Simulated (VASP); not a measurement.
The system is InSe.

```
In Se
1.0
     2.00000    1.15470    8.44000
    -2.00000    1.15470    8.44000
     0.00000   -2.30940    8.44000
In Se
2 2
Direct
  0.88860 0.88860 0.88860
  0.00000 0.00000 0.00000
  0.17190 0.17190 0.17190
  0.38350 0.38350 0.38350
```

Base run:

| Property | Result |
| --- | --- |
| Program | VASP 6.6.1 |
| Functional | PBE |
| Potentials or basis | VASP PAW PBE potentials, release 64 (In_d, Se) |
| Cutoff | 520 eV |
| k mesh | 5 × 5 × 5 |
| Occupations | fermi-dirac, width 0.03 eV |
| Spin | no spin polarisation |

Its results: band gap on the k mesh 0.96 eV; pressure 2.9 GPa; largest force 0.372 eV/Å.

Q: The run is repeated on the same cell with these changes: k mesh from 5 × 5 × 5 to 4 × 4 × 4. What comes out?

A: Band gap on the k mesh 0.43 eV; pressure 3.0 GPa; largest force 0.369 eV/Å.

Caveats: some runs use coarse meshes; spin-orbit coupling is left out, which moves the levels of the heavy elements; an odd mesh through Γ misses points on the zone boundary, where band edges can lie (at least some runs).
